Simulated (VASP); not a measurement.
# MoS2 (R3m) in VASP: single point with LDA+U

Aim: the single point of MoS2 with LDA+U.

Program: VASP 6.6.1. These are calculated values, not measurements. Logs are shortened: lines on timing, memory, paths and dates and some standing lists are left out, and cuts for length are marked.

## (1) The cell of the first run

It takes space group R3m (No. 160, trigonal). Conventional cell: a = 3.163 Å, b = 3.163 Å, c = 18.370 Å, α = 90.00°, β = 90.00°, γ = 120.00°. Within 3.2 Å of Mo (site symmetry 3m) lie 6 S at 2.36 Å and 6 Mo at 3.16 Å. S (site symmetry 3m) has 3 Mo at 2.36 Å and 7 S at 3.00 to 3.16 Å within 3.2 Å. Within 3.2 Å of S (site symmetry 3m) lie 3 Mo at 2.36 Å and 7 S at 3.00 to 3.16 Å.

## (2) Single point, LDA+U, collinear spin, zero start

The input, INCAR:

```
ALGO = Normal
EDIFF = 1E-7
ENCUT = 520
GGA = CA
ISIF = 2
ISMEAR = 0
ISPIN = 2
LASPH = T
LCHARG = F
LDAU = T
LDAUJ = 0 0
LDAUL = 2 -1
LDAUPRINT = 1
LDAUTYPE = 2
LDAUU = 4 0
LMAXMIX = 4
LORBIT = 11
LREAL = F
LWAVE = F
MAGMOM = 0 0 0 0 0 0
NBANDS = 39
NELM = 150
PREC = Accurate
SIGMA = 0.05
```

The input, KPOINTS:

```
k-points
0
Gamma
  7 7 4
```

The input, POSCAR:

```
MoS2
1.0
    1.5814998900      0.9130793900      6.1233282100
   -1.5814998900      0.9130793900      6.1233282100
    0.0000000000     -3.6523175600     12.2466564200
Mo S
2 4
Direct
    0.0000000000      0.0000000000      0.0000000000
    0.0000000000      0.0000000000      0.5000000000
    0.7484000000      0.7484000000      0.3742000000
    0.5849000000      0.5849000000      0.2924500000
    0.7484000000      0.7484000000      0.8742000000
    0.5849000000      0.5849000000      0.7924500000
```

Potentials or basis: VASP PAW LDA potentials, release 64 (Mo_sv, S).

The run is started by

```
$ cat potpaw_LDA.64/Mo_sv/POTCAR potpaw_LDA.64/S/POTCAR > POTCAR
$ mpirun -np 1 vasp_std > vasp.out
```

OUTCAR:

```text
EDIFF = 1E-7
   ENCUT = 520
   GGA = CA
   ISIF = 2
   ISMEAR = 0
   ISPIN = 2
   LASPH = T
   LORBIT = 11
   LREAL = F
   NELM = 150
   PREC = Accurate

 ion  position               nearest neighbor table
   1  0.000  0.000  0.000-   5 2.36   5 2.36   3 2.36   6 2.36   6 2.36   4 2.36   2 3.16   2 3.16
                             2 3.16   2 3.16
   2  0.000  0.000  0.500-   3 2.36   3 2.36   5 2.36   4 2.36   4 2.36   6 2.36   1 3.16   1 3.16
                             1 3.16   1 3.16
   3  0.748  0.748  0.374-   2 2.36   2 2.36   1 2.36
   4  0.585  0.585  0.292-   2 2.36   2 2.36   1 2.36
   5  0.748  0.748  0.874-   1 2.36   1 2.36   2 2.36
   6  0.585  0.585  0.792-   1 2.36   1 2.36   2 2.36

  LATTYP: Found a base centered monoclinic cell.
 ALAT       =    12.3820615957
 B/A-ratio  =     0.2554501733
 C/A-ratio  =     0.4424526802
 COS(beta)  =    -0.1474842267

  Lattice vectors:

 A1 = (   1.5814998900,   0.9130793900,   6.1233282100)
 A2 = (  -1.5814998900,   0.9130793900,   6.1233282100)
 A3 = (   0.0000000000,  -5.4784763400,   0.0000000000)

Analysis of symmetry for initial positions (statically):
=====================================================================
 Subroutine PRICEL returns following result:

  LATTYP: Found a trigonal (rhomboedric) cell.
 ALAT       =     6.3898360106
 COS(alpha) =     0.8774851015
[... 12 lines left out ...]
 Subroutine GETGRP returns: Found  2 space group operations
 (whereof  2 operations were pure point group operations)
 out of a pool of  4 trial point group operations.

The static configuration has the point symmetry C_1h.

Analysis of symmetry for dynamics (positions and initial velocities):
=====================================================================
 Subroutine PRICEL returns following result:

  LATTYP: Found a trigonal (rhomboedric) cell.
 ALAT       =     6.3898360106
 COS(alpha) =     0.8774851015
[... 12 lines left out ...]
 Subroutine GETGRP returns: Found  2 space group operations
 (whereof  2 operations were pure point group operations)
 out of a pool of  4 trial point group operations.

The dynamic configuration has the point symmetry C_1h.

Analysis of structural, dynamic, and magnetic symmetry:
=====================================================================
 Subroutine PRICEL returns following result:

  LATTYP: Found a trigonal (rhomboedric) cell.
 ALAT       =     6.3898360106
 COS(alpha) =     0.8774851015
[... 12 lines left out ...]
 Subroutine GETGRP returns: Found  2 space group operations
 (whereof  2 operations were pure point group operations)
 out of a pool of  4 trial point group operations.

The overall configuration has the point symmetry C_1h.

 Subroutine INISYM returns: Found  2 space group operations
 (whereof  2 operations are pure point group operations),
 and found     2 'primitive' translations

----------------------------------------------------------------------------------------

                                     Primitive cell

  volume of cell :      53.0538

  direct lattice vectors                    reciprocal lattice vectors
     1.581499890  0.913079390  6.123328210     0.316155571  0.182532503  0.054436627
    -1.581499890  0.913079390  6.123328210    -0.316155571  0.182532503  0.054436627
     0.000000000 -1.826158780  6.123328210     0.000000000 -0.365065006  0.054436627

  length of vectors
     6.389836011  6.389836011  6.389836012     0.369101349  0.369101349  0.369101348

  position of ions in fractional coordinates (direct lattice)
     0.000000000  0.000000000  0.000000000
     0.748400000  0.748400000  0.748400000
     0.584900000  0.584900000  0.584900000

  ion indices of the primitive-cell ions
   primitive index   ion index
                 1           1
                 2           5
                 3           6

----------------------------------------------------------------------------------------

 KPOINTS: k-points

Automatic generation of k-mesh.
[... 94 lines left out ...]
   J (eV)           for each species LDAUJ =   0.0  0.0
   GGA     = CA    functional components
   LHFCALC =     F    Hartree Fock is set to
   AEXX    =    0.0000 exact exchange contribution
   IVDW    =     0    specifies the selected vdW correction
   LEPSILON=     F    determine dielectric tensor
   LRPA    =     F    only Hartree local field effects (RPA)
 spin polarized calculation
 Gauss-broadening in eV      SIGMA  =   0.05
  energy-cutoff  :      520.00
  volume of cell :      106.11
 maximum number of plane-waves:      2882
   NGX = 23   NGY = 23   NGZ = 47

 number of electron      52.0000002 magnetization      -0.0000000

atom =   1  type =  1  l = 2

 onsite density matrix

spin component  1

  0.3990 -0.0000  0.0000  0.0004 -0.0000
 -0.0000  0.3937 -0.0000  0.0000  0.0003
  0.0000 -0.0000  0.4293 -0.0000 -0.0002
  0.0004  0.0000 -0.0000  0.3936 -0.0000
 -0.0000  0.0003 -0.0002 -0.0000  0.3989

spin component  2

  0.3990 -0.0000  0.0000  0.0004 -0.0000
 -0.0000  0.3937 -0.0000  0.0000  0.0003
  0.0000 -0.0000  0.4293 -0.0000 -0.0002
  0.0004  0.0000 -0.0000  0.3936 -0.0000
 -0.0000  0.0003 -0.0002 -0.0000  0.3989

 occupancies and eigenvectors

  o =  0.3936  v =  0.0000  0.0000  0.0000  0.0000  0.0000  0.0661  0.0000 -0.0000 -0.9978  0.0000      0.0000  0.0000  0.0000  0.0000  0.0000  0.0000  0.0000  0.0000  0.0000  0.0000
  o =  0.3936  v = -0.0661  0.0000  0.0000  0.9978 -0.0000  0.0000  0.0000  0.0000  0.0000  0.0000      0.0000  0.0000  0.0000  0.0000  0.0000  0.0000  0.0000  0.0000  0.0000  0.0000
  o =  0.3937  v =  0.0000  0.0000  0.0000  0.0000  0.0000  0.0000  0.9977  0.0003  0.0000 -0.0671      0.0000  0.0000  0.0000  0.0000  0.0000  0.0000  0.0000  0.0000  0.0000  0.0000
  o =  0.3937  v =  0.0000  0.9977  0.0003 -0.0000 -0.0671  0.0000  0.0000  0.0000  0.0000  0.0000      0.0000  0.0000  0.0000  0.0000  0.0000  0.0000  0.0000  0.0000  0.0000  0.0000
  o =  0.3989  v =  0.0000  0.0000  0.0000  0.0000  0.0000  0.0000  0.0671  0.0051  0.0000  0.9977      0.0000  0.0000  0.0000  0.0000  0.0000  0.0000  0.0000  0.0000  0.0000  0.0000
  o =  0.3989  v = -0.0000 -0.0671 -0.0051  0.0000 -0.9977  0.0000  0.0000  0.0000  0.0000  0.0000      0.0000  0.0000  0.0000  0.0000  0.0000  0.0000  0.0000  0.0000  0.0000  0.0000
  o =  0.3990  v =  0.0000  0.0000  0.0000  0.0000  0.0000 -0.9978  0.0000 -0.0000 -0.0661  0.0000      0.0000  0.0000  0.0000  0.0000  0.0000  0.0000  0.0000  0.0000  0.0000  0.0000
  o =  0.3990  v =  0.9978 -0.0000 -0.0000  0.0661 -0.0000  0.0000  0.0000  0.0000  0.0000  0.0000      0.0000  0.0000  0.0000  0.0000  0.0000  0.0000  0.0000  0.0000  0.0000  0.0000
  o =  0.4293  v =  0.0000  0.0000  0.0000  0.0000  0.0000  0.0000 -0.0006  1.0000 -0.0000 -0.0051      0.0000  0.0000  0.0000  0.0000  0.0000  0.0000  0.0000  0.0000  0.0000  0.0000
  o =  0.4293  v =  0.0000 -0.0006  1.0000 -0.0000 -0.0051  0.0000  0.0000  0.0000  0.0000  0.0000      0.0000  0.0000  0.0000  0.0000  0.0000  0.0000  0.0000  0.0000  0.0000  0.0000

atom =   2  type =  1  l = 2

 onsite density matrix

spin component  1

  0.3990 -0.0000  0.0000  0.0004 -0.0000
 -0.0000  0.3937 -0.0000  0.0000  0.0003
  0.0000 -0.0000  0.4293 -0.0000 -0.0002
  0.0004  0.0000 -0.0000  0.3936 -0.0000
 -0.0000  0.0003 -0.0002 -0.0000  0.3989

spin component  2

  0.3990 -0.0000  0.0000  0.0004 -0.0000
 -0.0000  0.3937 -0.0000  0.0000  0.0003
  0.0000 -0.0000  0.4293 -0.0000 -0.0002
  0.0004  0.0000 -0.0000  0.3936 -0.0000
 -0.0000  0.0003 -0.0002 -0.0000  0.3989

 occupancies and eigenvectors

  o =  0.3936  v =  0.0000  0.0000  0.0000  0.0000  0.0000 -0.0661  0.0000  0.0000  0.9978 -0.0000      0.0000  0.0000  0.0000  0.0000  0.0000  0.0000  0.0000  0.0000  0.0000  0.0000
  o =  0.3936  v = -0.0661  0.0000  0.0000  0.9978 -0.0000  0.0000  0.0000  0.0000  0.0000  0.0000      0.0000  0.0000  0.0000  0.0000  0.0000  0.0000  0.0000  0.0000  0.0000  0.0000
  o =  0.3937  v =  0.0000  0.0000  0.0000  0.0000  0.0000  0.0000  0.9977  0.0003 -0.0000 -0.0671      0.0000  0.0000  0.0000  0.0000  0.0000  0.0000  0.0000  0.0000  0.0000  0.0000
  o =  0.3937  v =  0.0000  0.9977  0.0003 -0.0000 -0.0671  0.0000  0.0000  0.0000  0.0000  0.0000      0.0000  0.0000  0.0000  0.0000  0.0000  0.0000  0.0000  0.0000  0.0000  0.0000
  o =  0.3989  v =  0.0000  0.0000  0.0000  0.0000  0.0000 -0.0000 -0.0671 -0.0051  0.0000 -0.9977      0.0000  0.0000  0.0000  0.0000  0.0000  0.0000  0.0000  0.0000  0.0000  0.0000
  o =  0.3989  v = -0.0000 -0.0671 -0.0051  0.0000 -0.9977  0.0000  0.0000  0.0000  0.0000  0.0000      0.0000  0.0000  0.0000  0.0000  0.0000  0.0000  0.0000  0.0000  0.0000  0.0000
  o =  0.3990  v =  0.0000  0.0000  0.0000  0.0000  0.0000  0.9978 -0.0000 -0.0000  0.0661 -0.0000      0.0000  0.0000  0.0000  0.0000  0.0000  0.0000  0.0000  0.0000  0.0000  0.0000
  o =  0.3990  v =  0.9978 -0.0000 -0.0000  0.0661 -0.0000  0.0000  0.0000  0.0000  0.0000  0.0000      0.0000  0.0000  0.0000  0.0000  0.0000  0.0000  0.0000  0.0000  0.0000  0.0000
  o =  0.4293  v =  0.0000  0.0000  0.0000  0.0000  0.0000  0.0000 -0.0006  1.0000 -0.0000 -0.0051      0.0000  0.0000  0.0000  0.0000  0.0000  0.0000  0.0000  0.0000  0.0000  0.0000
  o =  0.4293  v =  0.0000 -0.0006  1.0000 -0.0000 -0.0051  0.0000  0.0000  0.0000  0.0000  0.0000      0.0000  0.0000  0.0000  0.0000  0.0000  0.0000  0.0000  0.0000  0.0000  0.0000

 number of electron      52.0000002 magnetization       0.0000000

 Free energy of the ion-electron system (eV)
  ---------------------------------------------------
  ext. energy  EPLUGINS =         0.00000000
  ---------------------------------------------------
  free energy    TOTEN  =       -39.20453915 eV

  energy without entropy =      -39.20453915  energy(sigma->0) =      -39.20453915

 E-fermi :   7.9797     XC(G=0): -11.1078

 val. band max:        7.6277090692   @ k =  -0.4286  -0.4286   0.2500
 cond. band min:       8.4322341716   @ k =  -0.1429   0.1429   0.0000
 fundamental gap:      0.8045251024
 Fermi energy:         7.9796980005

 spin component 1

 k-point     1 :       0.0000    0.0000    0.0000
  band No.  band energies     occupation
      1     -53.9458      1.00000
      2     -53.9027      1.00000
      3     -28.5084      1.00000
      4     -28.2942      1.00000
      5     -28.2090      1.00000
      6     -28.1868      1.00000
[... 1961 lines left out ...]
     37      14.5209      0.00000
     38      15.3843      0.00000

 [... further k-points ...]

 [bands above 38 left out]

------------------------ aborting loop because EDIFF is reached ----------------------------------------

  FORCE on cell =-STRESS in cart. coord.  units (eV):
  Direction    XX          YY          ZZ          XY          YZ          ZX
  --------------------------------------------------------------------------------------
  -------------------------------------------------------------------------------------
  Total        0.9905762      0.9992357      5.8584623      0.0000000     -0.0010993      0.0000000
  in kB       14.9572577     15.0880130     88.4601619      0.0000000     -0.0165982      0.0000000
  external PRESSURE =      39.5018109 kB  Pullay stress =       0.0000000 kB

 VOLUME and BASIS-vectors are now :
 -----------------------------------------------------------------------------
  energy-cutoff  :      520.00
  volume of cell :      106.11
      direct lattice vectors                 reciprocal lattice vectors
     1.581499890  0.913079390  6.123328210     0.316155571  0.182532503  0.054436627
    -1.581499890  0.913079390  6.123328210    -0.316155571  0.182532503  0.054436627
     0.000000000 -3.652317560 12.246656420     0.000000000 -0.182532503  0.027218313

 POSITION                                       TOTAL-FORCE (eV/Angst)
 -----------------------------------------------------------------------------------
      0.00000      0.00000      0.00000         0.000000     -0.000008     -0.002181
      0.00000     -1.82616      6.12333         0.000000     -0.000008     -0.002181
      0.00000     -0.00000     13.74810         0.000000      0.000119      1.112642
      0.00000     -0.00000     10.74460         0.000000     -0.000111     -1.110461
      0.00000     -1.82616     19.87142         0.000000      0.000119      1.112642
      0.00000     -1.82616     16.86793         0.000000     -0.000111     -1.110461
 -----------------------------------------------------------------------------------
    total drift:                                0.000000     -0.000004     -0.000011

  FREE ENERGIE OF THE ION-ELECTRON SYSTEM (eV)
  ---------------------------------------------------
  free  energy   TOTEN  =       -39.2045391471 eV

  energy  without entropy=      -39.2045391471  energy(sigma->0) =      -39.20453915

 total charge

# of ion       s       p       d       tot
------------------------------------------
    1        2.316   6.248   3.971  12.536
    2        2.316   6.248   3.971  12.536
    3        1.361   2.365   0.000   3.726
    4        1.361   2.365   0.000   3.726
    5        1.361   2.365   0.000   3.726
    6        1.361   2.365   0.000   3.726
--------------------------------------------------
tot         10.076  21.956   7.942  39.974

 magnetization (x)

# of ion       s       p       d       tot
------------------------------------------
    1       -0.000  -0.000  -0.000  -0.000
    2       -0.000  -0.000  -0.000  -0.000
    3        0.000   0.000   0.000   0.000
    4       -0.000   0.000   0.000   0.000
    5        0.000   0.000   0.000   0.000
    6       -0.000   0.000   0.000   0.000
--------------------------------------------------
tot         -0.000   0.000  -0.000  -0.000
```

Wall time 27 min (1 thread of Intel Xeon Platinum 8488C (Sapphire Rapids), shared host); peak memory 0.61 GiB.

What came out:

```yaml
Free_energy: -39.2045 eV
Pressure: 4.0 GPa
Largest_force: 1.113 eV/Å
Band_gap_on_the_k_mesh: 0.80 eV
Net_moment: 0.00 μB per cell
Valence_electrons_inside_the_program's_atomic_spheres: Mo 12.54; S 3.73
```

Forces on the atoms (eV/Å):
```
Mo   0.000  0.000 -0.002
Mo   0.000  0.000 -0.002
S    0.000  0.000  1.113
S    0.000  0.000 -1.110
S    0.000  0.000  1.113
S    0.000  0.000 -1.110
```

Levels at points of the mesh, in eV from the valence-band top:
Spin up:
```csv
k point,band 23,band 24,band 25,band 26,band 27,band 28,band 29,band 30
"(0.00, 0.00, 0.00)",-1.83,-1.56,-1.21,-1.10,1.56,1.98,2.04,2.04
"(0.00, 0.00, 0.50)",-1.62,-1.62,-1.50,-1.50,1.30,1.30,1.83,1.83
```
Spin down:
| k point | band 24 | band 25 | band 26 | band 27 | band 28 | band 29 |
| --- | --- | --- | --- | --- | --- | --- |
| (0.00, 0.00, 0.00) | -1.56 | -1.21 | -1.10 | 1.56 | 1.98 | 2.04 |
| (0.00, 0.00, 0.50) | -1.62 | -1.50 | -1.50 | 1.30 | 1.30 | 1.83 |

Eigenvalues of the final occupation matrices:
| site | spin | trace | eigenvalues |
| --- | --- | --- | --- |
| site 1 d | 1 | 2.01 | 0.39 0.39 0.40 0.40 0.43 |
| site 1 d | 2 | 2.01 | 0.39 0.39 0.40 0.40 0.43 |
| site 2 d | 1 | 2.01 | 0.39 0.39 0.40 0.40 0.43 |
| site 2 d | 2 | 2.01 | 0.39 0.39 0.40 0.40 0.43 |

Caveat: the stress differs along the axes, from 1 to 9 GPa; forces of over 1 eV/Å act on the atoms, so gaps and moduli don't describe the material at rest.
